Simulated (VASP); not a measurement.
A run of VASP 6.6.1 is set up as follows.

File INCAR:

```
PREC = Accurate
ENCUT = 520
EDIFF = 1E-6
ISMEAR = 0
SIGMA = 0.1
LREAL = F
LASPH = T
NELM = 80
ALGO = Normal
ISIF = 2
LWAVE = F
LCHARG = F
GGA = PS
NBANDS = 32
```

Contents of KPOINTS:

```
regular mesh
0
Gamma
  4 4 4
```

The input POSCAR:

```
Y3Pb
1.0
    0.0000000000      4.0254918540      4.0254918540
    4.0254918540      0.0000000000      4.0254918540
    4.0254918540      4.0254918540      0.0000000000
Y Pb
3 1
Direct
    0.0000000000      0.0000000000      0.0000000000
    0.2500000000      0.2500000000      0.2500000000
    0.7500000000      0.7500000000      0.7500000000
    0.5000000000      0.5000000000      0.5000000000
```

Potentials or basis: VASP PAW PBE potentials, release 64 (Y_sv, Pb_d).

Run with:

```bash
$ cat potpaw_PBE.64/Y_sv/POTCAR potpaw_PBE.64/Pb_d/POTCAR > POTCAR
$ mpirun -np 1 vasp_std > vasp.out
```

(1) What does it give for the pressure?

Results:

(1) -5.7 GPa.

Caveat: the cell differs from its parent crystal (Sn replaced by Pb, lengths x 1.006, strained); the PAW data sets were made with another functional, which shifts forces and pressure a little.
